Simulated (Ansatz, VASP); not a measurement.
**B2AsH2: VASP beside Ansatz**

```xyz
5
Lattice="3.2596 0.0000 0.0000 -1.6298 2.8229 0.0000 0.0000 0.0000 5.9426" Properties=species:S:1:pos:R:3 pbc="T T T"
B     0.0000    1.8819    2.9713
B     1.6298    0.9410    2.9713
H     0.0000    0.0000    1.3266
H     0.0000    0.0000    4.6160
As    0.0000    0.0000    0.0000
```

Alike in both runs: task relaxation of cell and atoms; functional PBE; k mesh 6 × 6 × 4; occupations gaussian, width 0.1 eV; no spin polarisation.

|  | VASP | Ansatz |
| --- | --- | --- |
| version | VASP 6.6.1 | Ansatz 0.2.0 |
| potentials or method | VASP PAW PBE potentials, release 64 (B, H, As), cutoff 600 eV | scalar-relativistic, plane waves, PAW |
| valence electrons in the cell | 13 | 23 |

|  | VASP | Ansatz | Ansatz less VASP |
| --- | --- | --- | --- |
| gap on the k mesh at the Fermi level, each at its own relaxed structure (eV) | none | none | - |
| relaxed volume (Å³/atom) | 9.51 | 9.48 | -0.024 |
| relaxed cell length with the largest relative difference (Å) | 6.335 | 6.329 | -0.0055 |

A gap of «none» marks a metal or a gap that the smearing closes. VASP's potentials hold 13 valence electrons a cell and Ansatz's 23, so a difference there can come from the potentials and not from the codes.

The k mesh is coarse, so the values compare programs but aren't converged.
